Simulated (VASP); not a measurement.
**AlSn: single point with PBE**

Crystal: AlSn.

```xyz
2
Lattice="4.2008 0.0000 0.0000 -2.1004 3.6380 0.0000 0.0000 0.0000 3.3172" Properties=species:S:1:pos:R:3 pbc="T T T"
Sn    0.0000    2.4253    1.6586
Al    0.0000    0.0000    0.0000
```

```json
{"Program": "VASP 6.6.1", "Task": "single point", "Functional": "PBE", "Potentials or basis": "VASP PAW PBE potentials, release 64 (Sn_d, Al)", "Cutoff": "520 eV", "k mesh": "7 × 7 × 8", "Occupations": "fermi-dirac, width 0.05 eV", "Spin": "no spin polarisation"}
```

* Pressure: 0.0 GPa

Levels at points of the mesh, in eV from the Fermi level:
```csv
k point,band 4,band 5,band 6,band 7,band 8,band 9,band 10,band 11,band 12,band 13
"(0.00, 0.00, 0.00)",-21.24,-21.24,-10.42,-0.20,-0.20,0.69,2.55,3.14,3.14,5.15
"(0.00, 0.00, 0.50)",-21.25,-21.19,-7.42,-6.20,2.72,2.72,3.57,3.57,3.76,4.15
```

It took 14 s on 1 thread of Intel(R) Xeon(R) Platinum 8559C (Emerald Rapids) (shared host), peak memory 0.18 GiB.

Caveat: spin-orbit coupling is left out, which moves the levels of the heavy elements.
